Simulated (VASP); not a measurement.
A run of VASP 6.6.1 is set up as follows.

The input INCAR:

```
ALGO = Normal
EDIFF = 1E-6
ENCUT = 520
GGA = PE
ISIF = 2
ISMEAR = 0
LASPH = T
LCHARG = F
LREAL = F
LWAVE = F
NBANDS = 12
NELM = 100
PREC = Accurate
SIGMA = 0.1
```

File KPOINTS:

```
k-points
0
Gamma
  6 6 6
```

POSCAR

```
SbS
1.0
   -2.0555841661      2.0555841661      2.8754337514
    2.0555841661     -2.0555841661      2.8754337514
    2.0555841661      2.0555841661     -2.8754337514
Sb S
1 1
Direct
    0.0000000000      0.0000000000      0.0000000000
    0.5000000000      0.5000000000      0.0000000000
```

Potentials or basis: VASP PAW PBE potentials, release 64 (Sb, S).

The run is started by

```console
$ cat potpaw_PBE.64/Sb/POTCAR potpaw_PBE.64/S/POTCAR > POTCAR
$ mpirun -np 1 vasp_std > vasp.out
```

(1) Estimate the pressure.

Results:

(1) -0.1 GPa.

Caveat: the k points lie up to 0.36 Å⁻¹ apart.
